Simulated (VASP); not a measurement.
Set up this calculation in VASP 6.6.1, as the native input.

| Property | Result |
| --- | --- |
| Task | single point |
| Functional | PBE0 |
| Potentials or basis | VASP PAW PBE potentials, release 64 (Sb_d_GW) |
| Cutoff | 400 eV |
| k mesh | 6 × 6 × 6 |
| Occupations | fermi-dirac, width 0.05 eV |
| Spin | no spin polarisation |
| Dipole correction | no |
| Grid for exact exchange (PRECFOCK) | Normal |
| Further INCAR settings | ALGO = Normal; EDIFF = 1e-06; NBANDS = 14 |
| Share of exact exchange | 0.25 |

Sb:

```xyz
1
Lattice="-1.5815 1.5815 2.6554 1.5815 -1.5815 2.6554 1.5815 1.5815 -2.6554" Properties=species:S:1:pos:R:3 pbc="T T T"
Sb    0.0000    0.0000    0.0000
```

These files were run (other wordings do the same):

POSCAR

```
Sb
1.0
   -1.5815428422      1.5815428422      2.6554277091
    1.5815428422     -1.5815428422      2.6554277091
    1.5815428422      1.5815428422     -2.6554277091
Sb
1
Direct
    0.0000000000      0.0000000000      0.0000000000
```

INCAR.step1

```
SYSTEM = Sb
PREC = Accurate ; ENCUT = 400
EDIFF = 1E-5 ; ISMEAR = -1
SIGMA = 0.05 ; LREAL = .FALSE.
LASPH = .TRUE. ; NELM = 120
ALGO = Normal ; ISIF = 2
LWAVE = .TRUE. ; LCHARG = .FALSE.
GGA = PE ; NBANDS = 14
GGA_COMPAT = .FALSE.
```

INCAR.step2

```
SYSTEM = Sb
PREC = Accurate ; ENCUT = 400
EDIFF = 1E-6 ; ISMEAR = -1
SIGMA = 0.05 ; LREAL = .FALSE.
LASPH = .TRUE. ; NELM = 120
ALGO = Normal ; ISIF = 2
LWAVE = .FALSE. ; LCHARG = .FALSE.
GGA = PE ; LHFCALC = .TRUE.
AEXX = 0.25 ; PRECFOCK = Normal
ISTART = 1 ; NBANDS = 14
GGA_COMPAT = .FALSE.
```

KPOINTS

```
regular mesh
0
G
  6 6 6
  0 0 0
```

Potentials or basis: VASP PAW PBE potentials, release 64 (Sb_d_GW).

The run is started by

```console
$ cat potpaw_PBE.64/Sb_d_GW/POTCAR > POTCAR
$ cp INCAR.step1 INCAR
$ mpirun -np 1 vasp_std > vasp.out
$ cp INCAR.step2 INCAR
$ mpirun -np 1 vasp_std > vasp.out
```

It gave:

The pressure is -0.6 GPa and the band gap on the k mesh is zero (an odd number of electrons rules out a gap without spin polarisation).

Caveat: the k points lie up to 0.39 Å⁻¹ apart, too coarse for converged energies and pressures of a metal; the PAW data sets were made with another functional, which shifts forces and pressure a little; spin-orbit coupling is left out, which moves the levels of the heavy elements; an odd number of electrons without spin polarisation forces a metal; a magnetic or distorted state may lie lower.

It took 30 min on 1 thread of Intel(R) Xeon(R) Platinum 8259CL CPU @ 2.50GHz (Skylake/Cascade Lake), on a shared host, peak memory 0.16 GiB.
